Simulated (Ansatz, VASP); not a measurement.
**MnS in VASP and in Ansatz**

The input INCAR:

```
SYSTEM = MnS
PREC = Accurate
ENCUT = 520
EDIFF = 1E-7
ISMEAR = 1
SIGMA = 0.1
LREAL = .False.
LASPH = .True.
NELM = 150
ALGO = Normal
ISIF = 2
LWAVE = .False.
LCHARG = .False.
ISPIN = 2
MAGMOM = 2.8 0
LORBIT = 11
LMAXMIX = 4
LDAU = .True.
LDAUTYPE = 1
LDAUL = 2 -1
LDAUU = 4.9 0
LDAUJ = 0.9 0
LDAUPRINT = 1
NBANDS = 20
```

KPOINTS

```
regular mesh
0
Gamma
  7 7 7
  0 0 0
```

The input POSCAR:

```
MnS
1.0
    0.0000000000      2.7621575233      2.7621575233
    2.7621575233      0.0000000000      2.7621575233
    2.7621575233      2.7621575233      0.0000000000
Mn S
1 1
Direct
    0.0000000000      0.0000000000      0.0000000000
    0.2500000000      0.2500000000      0.2500000000
```

Input for Ansatz:

```yaml
crystal:
  lattice:
    - [0.0, 2.7621575232501265, 2.7621575232501265]
    - [2.7621575232501265, 0.0, 2.7621575232501265]
    - [2.7621575232501265, 2.7621575232501265, 0.0]
  atoms:
    - { symbol: Mn, position: [0.0, 0.0, 0.0], spin: 2.8 }
    - { symbol: S, position: [0.25, 0.25, 0.25] }
basis:
  ecutwfc: 500.0
kpoints:
  mp_grid:
    grid: [7, 7, 7]
hamiltonian:
  xc: lda
  pseudopotentials:
    kind: paw
  hubbard:
    - { species: Mn, l: d, u: 4.9, j: 0.9 }
magnetization:
  spin_polarized: true
scf:
  occupations:
    method: cold
    width: 0.1
```

Alike in both runs: task single point; functional LDA; k mesh 7 × 7 × 7; collinear spin; Hubbard terms Mn d U = 4.9 eV, J = 0.9 eV.

```csv
,VASP,Ansatz
version,VASP 6.6.1,Ansatz 0.2.0
potentials or method,"VASP PAW LDA potentials, release 64 (Mn_pv, S), cutoff 520 eV","plane waves, PAW"
occupations,"methfessel-paxton of order 1, width 0.1 eV","cold, width 0.1 eV"
valence electrons in the cell,19,21
```

Ansatz gave:

- net moment per atom (μB): 2.50
- size of the moment on the site where the two differ most (μB): 4.28

Q: Which values does VASP return?

A: net moment per atom (μB): 2.50; size of the moment on the site where the two differ most (μB): 4.51.

LDA's correlation is that of Perdew and Zunger in VASP and of Perdew and Wang (1992) in Ansatz. Site moments also hang on the region over which each program counts them. The programs project onto different local orbitals, so the same U acts differently, and such runs can settle in different states. VASP's potentials hold 19 valence electrons a cell and Ansatz's 21, so a difference there can come from the potentials and not from the codes. Ansatz's warnings: stability check not made.
